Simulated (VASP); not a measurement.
# Ti5C (P6/mmm) in VASP: notebook, part 2 of 2

VASP 6.6.1.

### Step 3. Relaxation of cell and atoms, PBE

This run uses another cell than the first one, of 13.74 Å³/atom, 0.808 times its volume.

Contents of INCAR:

```
SYSTEM = Ti5C
PREC = Accurate
ENCUT = 600
EDIFF = 1E-6
ISMEAR = 0
SIGMA = 0.1
LREAL = .False.
LASPH = .True.
NELM = 100
ALGO = Normal
ISIF = 3
LWAVE = .False.
LCHARG = .False.
GGA = PE
IBRION = 2
NSW = 90
EDIFFG = -0.04
```

Contents of KPOINTS:

```
regular mesh
0
Gamma
  6 6 4
  0 0 0
```

Contents of POSCAR:

```
Ti5C
1.0
    4.9129816100      0.0000000000      0.0000000000
   -2.4564908000      4.2547668800      0.0000000000
    0.0000000000      0.0000000000      3.9445634100
Ti C
5 1
Direct
    0.3333333300      0.6666666700      0.0000000000
    0.6666666700      0.3333333300      0.0000000000
    0.5000000000      0.0000000000      0.5000000000
    0.5000000000      0.5000000000      0.5000000000
    0.0000000000      0.5000000000      0.5000000000
    0.0000000000      0.0000000000      0.0000000000
```

Potentials or basis: VASP PAW PBE potentials, release 64 (Ti_sv, C).

Command:

```console
$ cat potpaw_PBE.64/Ti_sv/POTCAR potpaw_PBE.64/C/POTCAR > POTCAR
$ mpirun -np 1 vasp_std > vasp.out
```

OUTCAR:

```text
SYSTEM = Ti5C
   PREC = Accurate
   ENCUT = 600
   EDIFF = 1E-6
   ISMEAR = 0
   LREAL = .False.
   LASPH = .True.
   NELM = 100
   ISIF = 3
   GGA = PE
   IBRION = 2
   NSW = 90
   EDIFFG = -0.04

 ion  position               nearest neighbor table
   1  0.333  0.667  0.000-   3 2.43   3 2.43   5 2.43   5 2.43   4 2.43   4 2.43   2 2.84   2 2.84
                             2 2.84
   2  0.667  0.333  0.000-   3 2.43   3 2.43   5 2.43   5 2.43   4 2.43   4 2.43   1 2.84   1 2.84
                             1 2.84
   3  0.500  0.000  0.500-   1 2.43   2 2.43   1 2.43   2 2.43   4 2.46   4 2.46   5 2.46   5 2.46

   4  0.500  0.500  0.500-   1 2.43   2 2.43   1 2.43   2 2.43   3 2.46   3 2.46   5 2.46   5 2.46

   5  0.000  0.500  0.500-   1 2.43   2 2.43   1 2.43   2 2.43   4 2.46   4 2.46   3 2.46   3 2.46

   6  0.000  0.000  0.000-

  LATTYP: Found a hexagonal cell.
 ALAT       =     4.9129816100
 C/A-ratio  =     0.8028858488

  Lattice vectors:

 A1 = (   4.9129816100,   0.0000000000,   0.0000000000)
 A2 = (  -2.4564908000,   4.2547668800,   0.0000000000)
 A3 = (   0.0000000000,   0.0000000000,   3.9445634100)

Analysis of symmetry for initial positions (statically):
=====================================================================
 Subroutine PRICEL returns:
 Original cell was already a primitive cell.

 Routine SETGRP: Setting up the symmetry group for a
 hexagonal supercell.

 Subroutine GETGRP returns: Found 24 space group operations
 (whereof 24 operations were pure point group operations)
 out of a pool of 24 trial point group operations.

The static configuration has the point symmetry D_6h.

Analysis of symmetry for dynamics (positions and initial velocities):
=====================================================================
 Subroutine PRICEL returns:
[... 132 lines left out ...]
     AMIX     =   0.40;   BMIX     =  1.00
     AMIX_MAG =   1.60;   BMIX_MAG =  1.00
  volume/ion in A,a.u.               =      13.74        92.74
  Fermi-wavevector in a.u.,A,eV,Ry     =   1.504509  2.843110 30.797443  2.263548
  Thomas-Fermi vector in A             =   2.615480
   LORBIT       =      0    0 simple, 1 ext, 2 COOP (PROOUT), +10 PAW based schemes
   GGA     = PE    functional components
   LHFCALC =     F    Hartree Fock is set to
   AEXX    =    0.0000 exact exchange contribution
   IVDW    =     0    specifies the selected vdW correction
   LEPSILON=     F    determine dielectric tensor
   LRPA    =     F    only Hartree local field effects (RPA)
 conjugate gradient relaxation of ions
 non-spin polarized calculation
 Gauss-broadening in eV      SIGMA  =   0.10
  energy-cutoff  :      600.00
  volume of cell :       82.46
 maximum number of plane-waves:      2780
 NGX is ok and might be reduce to    40
   NGX = 19   NGY = 19   NGZ = 15

--------------------------------------- Ionic step        1  -------------------------------------------

 number of electron      63.9999986 magnetization

 Free energy of the ion-electron system (eV)
  ---------------------------------------------------
  ext. energy  EPLUGINS =         0.00000000
  ---------------------------------------------------
  free energy    TOTEN  =       -37.50628812 eV

  energy without entropy =      -37.46237502  energy(sigma->0) =      -37.48433157

------------------------ aborting loop because EDIFF is reached ----------------------------------------

  FORCE on cell =-STRESS in cart. coord.  units (eV):
  Direction    XX          YY          ZZ          XY          YZ          ZX
  --------------------------------------------------------------------------------------
  -------------------------------------------------------------------------------------
  Total       10.3467579     10.3467579     16.5853682      0.0000000     -0.0000000      0.0000000
  in kB      201.0458067    201.0458065    322.2670106      0.0000002     -0.0000000      0.0000000
  external PRESSURE =     241.4528746 kB  Pullay stress =       0.0000000 kB
[... 101 lines left out ...]
  FREE ENERGIE OF THE ION-ELECTRON SYSTEM (eV)
  ---------------------------------------------------
  free  energy   TOTEN  =       -39.2529714353 eV

  energy  without entropy=      -39.1720640911  energy(sigma->0) =      -39.21251776

[... ionic steps 4 to 9 ...]

--------------------------------------- Ionic step       10  -------------------------------------------

 number of electron      63.9999991 magnetization

------------------------ aborting loop because EDIFF is reached ----------------------------------------
[... 75 lines left out ...]
--------------------------------------- Ionic step       12  -------------------------------------------

 number of electron      63.9999984 magnetization

 Free energy of the ion-electron system (eV)
  ---------------------------------------------------
  ext. energy  EPLUGINS =         0.00000000
  ---------------------------------------------------
  free energy    TOTEN  =       -39.93006996 eV

  energy without entropy =      -39.87273829  energy(sigma->0) =      -39.90140412

 E-fermi :   7.0053     XC(G=0): -11.0423

 val. band max:        7.0029246429   @ k =   0.5000  -0.0000   0.0000
 cond. band min:       7.0052938573   @ k =   0.5000  -0.0000   0.5000
 fundamental gap:      0.0023692144
 Fermi energy:         7.0052563881

 k-point     1 :       0.0000    0.0000    0.0000
  band No.  band energies     occupation
      1     -49.7414      2.00000
      2     -49.6065      2.00000
      3     -49.3790      2.00000
      4     -48.8021      2.00000
      5     -48.8021      2.00000
      6     -26.9513      2.00000
[... 883 lines left out ...]
  FREE ENERGIE OF THE ION-ELECTRON SYSTEM (eV)
  ---------------------------------------------------
  free  energy   TOTEN  =       -39.9300699565 eV

  energy  without entropy=      -39.8727382923  energy(sigma->0) =      -39.90140412

 reached required accuracy - stopping structural energy minimisation
```

OSZICAR:

```text
N       E                     dE             d eps       ncg     rms          rms(c)
DAV:   1     0.935209613948E+03    0.93521E+03   -0.35723E+04  1596   0.238E+03
DAV:   2     0.882535247681E+02   -0.84696E+03   -0.83083E+03  1596   0.675E+02
DAV:   3    -0.205087340138E+02   -0.10876E+03   -0.10388E+03  2552   0.205E+02
[... 170 lines left out ...]
DAV:   7    -0.399294899040E+02   -0.62760E-03   -0.71756E-04  2618   0.968E-02    0.811E-02
DAV:   8    -0.399300051449E+02   -0.51524E-03   -0.86689E-04  2402   0.123E-01    0.223E-02
DAV:   9    -0.399300516302E+02   -0.46485E-04   -0.23173E-04  2392   0.572E-02    0.263E-02
DAV:  10    -0.399300691970E+02   -0.17567E-04   -0.52040E-05  2034   0.374E-02    0.201E-03
DAV:  11    -0.399300705197E+02   -0.13227E-05   -0.10544E-05  1968   0.123E-02    0.566E-03
DAV:  12    -0.399300699565E+02    0.56318E-06   -0.19990E-06  1526   0.864E-03
  12 F= -.39930070E+02 E0= -.39901404E+02  d E =-.507418E-03
```

CONTCAR:

```text
Ti5C
   1.00000000000000
     4.7043766017013304   -0.0000000004223508    0.0000000000000000
    -2.3521882964287317    4.0741096441559712   -0.0000000000000000
    -0.0000000000000000   -0.0000000000000000    5.2957792832883879
  Ti              C
     5     1
Direct
     0.3333333300000021    0.6666666699999979    0.0000000000000000
     0.6666666699999979    0.3333333300000021    0.0000000000000000
     0.5000000000000000    0.0000000000000000    0.5000000000000000
     0.5000000000000000    0.5000000000000000    0.5000000000000000
     0.0000000000000000    0.5000000000000000    0.5000000000000000
     0.0000000000000000    0.0000000000000000    0.0000000000000000

  0.00000000E+00  0.00000000E+00  0.00000000E+00
  0.00000000E+00  0.00000000E+00  0.00000000E+00
  0.00000000E+00  0.00000000E+00  0.00000000E+00
  0.00000000E+00  0.00000000E+00  0.00000000E+00
  0.00000000E+00  0.00000000E+00  0.00000000E+00
  0.00000000E+00  0.00000000E+00  0.00000000E+00
```

Run time: 19 min. Hardware: 1 thread of Intel Xeon Platinum 8488C (Sapphire Rapids), shared host; peak memory 0.25 GiB.

Results:

```yaml
Free_energy: -39.9301 eV
Relaxed_volume: 16.92 Å³/atom
Relaxed_cell: a = 4.704 Å, b = 4.704 Å, c = 5.296 Å, α = 90.00°, β = 90.00°, γ = 120.00°
Space_group_after_relaxing_to_0.05_Å: P6/mmm (No. 191)
Energy_gained_by_relaxing: 404.0 meV/atom
Ionic_steps: 12
Pressure_after_relaxing: 0.0 GPa
Band_gap_on_the_k_mesh: zero (band 32 reaches 7.09 eV, above the bottom of band 33 at 6.79 eV)
```

Step by step:
```
step  energy change (eV)  largest force (eV/Å)  pressure (GPa)  volume (Å³)
   1              0.0000                0.0000           24.15        82.46
   2             -1.7420                0.0000           -1.57       109.65
   3             -1.7467                0.0000           -0.54       107.98
   4             -1.7464                0.0000           -0.85       108.54
   5             -1.8366                0.0000           -1.09       108.09
   6             -2.0522                0.0000           -1.40       106.28
   7             -2.3850                0.0000            0.42       100.70
   8             -2.3670                0.0000           -0.93       103.46
   9             -2.4219                0.0000           -0.50       102.16
  10             -2.4233                0.0000           -0.38       101.94
  11             -2.4206                0.0000            0.92       100.41
  12             -2.4238                0.0000           -0.01       101.50
```

Final structure:
```cif
data_structure
_symmetry_space_group_name_H-M 'P 1'
_symmetry_Int_Tables_number 1
_cell_length_a 4.7044
_cell_length_b 4.7044
_cell_length_c 5.2958
_cell_angle_alpha 90.000
_cell_angle_beta 90.000
_cell_angle_gamma 120.000
_cell_volume 101.50
loop_
_atom_site_label
_atom_site_type_symbol
_atom_site_fract_x
_atom_site_fract_y
_atom_site_fract_z
_atom_site_occupancy
Ti1 Ti 0.33333 0.66667 0.00000 1
Ti2 Ti 0.66667 0.33333 0.00000 1
Ti3 Ti 0.50000 0.00000 0.50000 1
Ti4 Ti 0.50000 0.50000 0.50000 1
Ti5 Ti 0.00000 0.50000 0.50000 1
C1 C 0.00000 0.00000 0.00000 1
```

Levels at points of the mesh, in eV from the Fermi level:
| k point | band 28 | band 29 | band 30 | band 31 | band 32 | band 33 | band 34 | band 35 | band 36 | band 37 |
| --- | --- | --- | --- | --- | --- | --- | --- | --- | --- | --- |
| (0.00, 0.00, 0.00) | -1.36 | -1.13 | -1.13 | -0.41 | -0.41 | 0.11 | 0.11 | 0.22 | 0.22 | 0.87 |
| (0.50, 0.00, 0.00) | -0.72 | -0.63 | -0.20 | -0.19 | -0.15 | 0.00 | 0.18 | 1.23 | 1.37 | 1.44 |
| (0.00, 0.00, 0.50) | -1.31 | -0.99 | -0.74 | -0.39 | -0.39 | 0.61 | 0.61 | 0.75 | 0.75 | 0.78 |
| (0.50, 0.00, 0.50) | -0.80 | -0.67 | -0.44 | -0.33 | 0.00 | 0.18 | 0.31 | 1.25 | 1.28 | 1.43 |

Caveat: the k points lie up to 0.30 Å⁻¹ apart in the final cell; the volume moved by over 15 % at a fixed basis, so the end points are rough.
